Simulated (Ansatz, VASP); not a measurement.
# Two plane-wave programs on Zn2CdTe3

Contents of INCAR:

```
SYSTEM = Zn2CdTe3
  PREC = Accurate
  ENCUT = 520
  EDIFF = 1E-7
  ISMEAR = 0
  SIGMA = 0.1
  LREAL = .False.
  LASPH = .True.
  NELM = 100
  ALGO = Normal
  ISIF = 2
  LWAVE = .False.
  LCHARG = .True.
  GGA = PE
  LELF = .True.
  LVHAR = .True.
  NBANDS = 66
```

Contents of KPOINTS:

```
Automatic mesh
0
Gamma
  6 6 1
  0 0 0
```

POSCAR

```
Zn2CdTe3
1.0
    4.4579053000      0.0000000000      0.0000000000
   -2.2289527000      3.8606592000      0.0000000000
    0.0000000000      0.0000000000     22.1122999000
Zn Cd Te
4 2 6
Direct
    0.3333333000      0.6666667000      0.0017290000
    0.6666667000      0.3333333000      0.1617490000
    0.6666667000      0.3333333000      0.5013430000
    0.6666667000      0.3333333000      0.8413080000
    0.3333333000      0.6666667000      0.3338810000
    0.3333333000      0.6666667000      0.6735120000
    0.3333333000      0.6666667000      0.1231220000
    0.3333333000      0.6666667000      0.4628640000
    0.3333333000      0.6666667000      0.8024780000
    0.6666667000      0.3333333000      0.2827860000
    0.6666667000      0.3333333000      0.6224520000
    0.6666667000      0.3333333000      0.9627750000
```

Input for Ansatz:

```yaml
crystal:
  lattice:
    - [4.4579053, 0.0, 0.0]
    - [-2.2289527, 3.8606592, 0.0]
    - [0.0, 0.0, 22.1122999]
  atoms:
    - { symbol: Zn, position: [0.3333333, 0.6666667, 0.001729] }
    - { symbol: Zn, position: [0.6666667, 0.3333333, 0.161749] }
    - { symbol: Zn, position: [0.6666667, 0.3333333, 0.501343] }
    - { symbol: Zn, position: [0.6666667, 0.3333333, 0.841308] }
    - { symbol: Cd, position: [0.3333333, 0.6666667, 0.333881] }
    - { symbol: Cd, position: [0.3333333, 0.6666667, 0.673512] }
    - { symbol: Te, position: [0.3333333, 0.6666667, 0.123122] }
    - { symbol: Te, position: [0.3333333, 0.6666667, 0.462864] }
    - { symbol: Te, position: [0.3333333, 0.6666667, 0.802478] }
    - { symbol: Te, position: [0.6666667, 0.3333333, 0.282786] }
    - { symbol: Te, position: [0.6666667, 0.3333333, 0.622452] }
    - { symbol: Te, position: [0.6666667, 0.3333333, 0.962775] }
basis:
  ecutwfc: 420
kpoints:
  mp_grid: { grid: [6, 6, 1] }
hamiltonian:
  xc: pbe
scf:
  occupations: { method: gaussian, width: 0.1 }
  lower_state_search: "off"
output:
  forces: true
  stress: true
  eigenvalues: true
```

Alike in both runs: task single point; functional PBE; k mesh 6 × 6 × 1; occupations gaussian, width 0.1 eV; no spin polarisation.

|  | VASP | Ansatz |
| --- | --- | --- |
| version | VASP 6.6.1 | Ansatz 0.2.0 |
| potentials or method | VASP PAW PBE potentials, release 64 (Zn, Cd, Te), cutoff 520 eV | scalar-relativistic, plane waves, PAW |
| valence electrons in the cell | 108 | 184 |

Ansatz gave:

* gap on the k mesh at the Fermi level (eV): 0.71
* least direct gap on the mesh (eV): 0.71
* pressure (GPa): 0.0

Task: Estimate VASP's values.

Result: gap on the k mesh at the Fermi level (eV): 0.71; least direct gap on the mesh (eV): 0.71; pressure (GPa): 0.1.

VASP's potentials hold 108 valence electrons a cell and Ansatz's 184, so a difference there can come from the potentials and not from the codes.

Neither program's run includes spin-orbit coupling.
